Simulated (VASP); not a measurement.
SnTe, 2 atoms in the cell. Symmetry: I4/mmm, No. 139, tetragonal system. Conventional cell: a = 4.531 Å, b = 4.531 Å, c = 6.502 Å, α = 90.00°, β = 90.00°, γ = 90.00°. Within 4.2 Å of Sn (site symmetry 4/mmm) lie 6 Te at 3.20 to 3.25 Å. Within 4.2 Å of Te (site symmetry 4/mmm) lie 6 Sn at 3.20 to 3.25 Å.  This cell differs from its parent crystal: strain +0.015 along x and y, +0.030 along z.

* Program: VASP 6.6.1
* Task: single point
* Functional: PBE
* Potentials or basis: VASP PAW PBE potentials, release 64 (Sn_d, Te)
* Cutoff: 520 eV
* k mesh: 10 × 10 × 10
* Occupations: gaussian, width 0.03 eV
* Spin: no spin polarisation
* Dipole correction: no
* Further INCAR settings: ALGO = Normal; EDIFF = 1e-06; NBANDS = 17

Potentials or basis: VASP PAW PBE potentials, release 64 (Sn_d, Te).

Run with:

```bash
$ cat potpaw_PBE.64/Sn_d/POTCAR potpaw_PBE.64/Te/POTCAR > POTCAR
$ mpirun -np 1 vasp_std > vasp.out
```

Hardware: 1 thread of Intel(R) Xeon(R) Platinum 8559C (Emerald Rapids), on a shared host.

Task: Estimate the wall time of this run.

Result: Wall time 40 s on 1 thread of Intel(R) Xeon(R) Platinum 8559C (Emerald Rapids), on a shared host, peak memory 0.28 GiB. Counts: scf iterations 12, k points 102.
